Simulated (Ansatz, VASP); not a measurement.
## One calculation of Pt, two programs

```xyz
2
Lattice="0.0000 2.7314 2.7314 2.7314 0.0000 2.7314 2.7314 2.7314 0.0000" Properties=species:S:1:pos:R:3 pbc="T T T"
Pt    0.6829    0.6829    0.6829
Pt    4.7800    4.7800    4.7800
```

Alike in both runs: task relaxation of cell and atoms; functional PBE; k mesh 10 × 10 × 10; occupations fermi-dirac, width 0.05 eV; collinear spin.

|  | VASP | Ansatz |
| --- | --- | --- |
| version | VASP 6.6.1 | Ansatz 0.2.0 |
| potentials or method | VASP PAW PBE potentials, release 64 (Pt), cutoff 600 eV | plane waves (420 eV) with PAW, scalar-relativistic |
| valence electrons in the cell | 20 | 36 |

```csv
,VASP,Ansatz,Ansatz less VASP
net moment per atom (μB),0.00,0.00,+0.001
relaxed volume (Å³/atom),23.99,24.07,+0.086
relaxed length of the cell vector where the two differ most in proportion (Å),4.079,4.083,+0.0049
```

VASP's potentials hold 20 valence electrons a cell and Ansatz's 36, so a difference there can come from the potentials and not from the codes. Ansatz's warnings: seeded moment not kept.

Neither program's run includes spin-orbit coupling. Noted on VASP's run: the volume moved by over 15 % at a fixed basis, so the end points are rough.
